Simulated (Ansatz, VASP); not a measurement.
## One calculation of Rh, two programs

Contents of INCAR:

```
PREC = Accurate
ENCUT = 520
EDIFF = 1E-6
ISMEAR = -1
SIGMA = 0.05
LREAL = False
LASPH = True
NELM = 100
ALGO = Normal
ISIF = 2
LWAVE = False
LCHARG = False
GGA = B5
ALDAX = 1.0
AGGAX = 1.0
AGGAC = 1.0
ALDAC = 0.0
NBANDS = 14
```

KPOINTS

```
Automatic mesh
0
Gamma
  12 12 12
```

POSCAR

```
Rh
1.0
    0.0000000000      1.8978500000      1.8978500000
    1.8978500000      0.0000000000      1.8978500000
    1.8978500000      1.8978500000      0.0000000000
Rh
1
Direct
    0.0000000000      0.0000000000      0.0000000000
```

Contents of input.yaml:

```yaml
crystal:
  lattice:
    - [0.0, 1.89785, 1.89785]
    - [1.89785, 0.0, 1.89785]
    - [1.89785, 1.89785, 0.0]
  atoms:
    - { symbol: Rh, position: [0.0, 0.0, 0.0] }
kpoints:
  mp_grid: { grid: [12, 12, 12] }
  band_path:
    path:
      - [0.0, 0.0, 0.0]
      - [0.5, 0.0, 0.5]
      - [0.5, 0.25, 0.75]
      - [0.375, 0.375, 0.75]
      - [0.0, 0.0, 0.0]
      - [0.5, 0.5, 0.5]
      - [0.625, 0.25, 0.625]
      - [0.5, 0.25, 0.75]
    npoints: 12
scf:
  occupations: { method: fermi_dirac, width: 0.05 }
hamiltonian:
  xc: blyp
  pseudopotentials: { kind: all_electron, lapw: { basis_error: 0.001 } }
output:
  forces: true
  stress: true
  eigenvalues: true
```

Alike in both runs: functional BLYP; k mesh 12 × 12 × 12; occupations fermi-dirac, width 0.05 eV; no spin polarisation.

|  | VASP | Ansatz |
| --- | --- | --- |
| version | VASP 6.6.1 | Ansatz 0.2.0 |
| potentials or method | VASP PAW PBE potentials, release 64 (Rh_pv), cutoff 520 eV | all-electron LAPW, scalar-relativistic |
| task | single point | band structure |

```csv
,VASP,Ansatz,Ansatz less VASP
gap on the k mesh at the Fermi level (eV),none,none,-
pressure (GPa),22.0,21.3,-0.74
```

VASP's potentials were made for PBE, not for BLYP. A gap of «none» marks a metal or a gap that the smearing closes. Ansatz ran all-electron here, and VASP with PAW potentials.
